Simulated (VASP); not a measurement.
Input of a VASP 6.6.1 run:

POSCAR

```
SrTiO3
1.0
    3.8926538009      0.0898236734      0.0203388014
    0.0898236734      3.9389877371     -0.0205514770
    0.0203388014     -0.0205514770      3.9223857707
Sr Ti O
1 1 3
Direct
    0.0001599751      0.0001722837     -0.0003543792
    0.5001044408      0.5001848075      0.4997081143
   -0.0000832482      0.4998333689      0.5002611051
    0.4999098267     -0.0000989184      0.5002063314
    0.4999090055      0.4999084582      0.0001788284
```

File INCAR.step1:

```
PREC = Accurate
ENCUT = 520
ISMEAR = 0
SIGMA = 0.05
LREAL = F
LASPH = T
NELM = 150
LMAXMIX = 4
LDAU = T
LDAUTYPE = 2
LDAUL = -1 2 -1
LDAUU = 0 4 0
LDAUJ = 0 0 0
NBANDS = 28
GGA = PE
ALGO = Normal
EDIFF = 1E-4
LWAVE = T
LCHARG = F
```

INCAR.step2

```
PREC = Accurate
ENCUT = 520
EDIFF = 1E-6
ISMEAR = 0
SIGMA = 0.05
LREAL = F
LASPH = T
NELM = 150
ALGO = Normal
ISIF = 2
LWAVE = F
LCHARG = F
LMAXMIX = 4
LDAU = T
LDAUTYPE = 2
LDAUL = -1 2 -1
LDAUU = 0 4 0
LDAUJ = 0 0 0
LDAUPRINT = 1
METAGGA = R2SCAN
LMIXTAU = T
NBANDS = 28
ISTART = 1
```

KPOINTS

```
Automatic mesh
0
Gamma
  6 6 6
```

Potentials or basis: VASP PAW PBE potentials, release 64 (Sr_sv, Ti_sv, O).

The run is started by

```sh
$ cat potpaw_PBE.64/Sr_sv/POTCAR potpaw_PBE.64/Ti_sv/POTCAR potpaw_PBE.64/O/POTCAR > POTCAR
$ cp INCAR.step1 INCAR
$ mpirun -np 1 vasp_std > vasp.out
$ cp INCAR.step2 INCAR
$ mpirun -np 1 vasp_std > vasp.out
```

Task: Predict the largest force.

Result: 0.012 eV/Å.

Task: What does it give for the band gap on the k mesh?

Result: 2.69 eV (least direct gap 3.02 eV).

Task: What does it give for the pressure?

Result: 3.4 GPa.

Stress tensor (GPa, compression positive):
```
 5.12 -5.60 -1.30
-5.60  1.96  1.30
-1.30  1.30  2.98
```

Caveat: the cell stands under pressure; the PAW data sets were made with another functional, which shifts forces and pressure a little. A k mesh can miss the band edges.
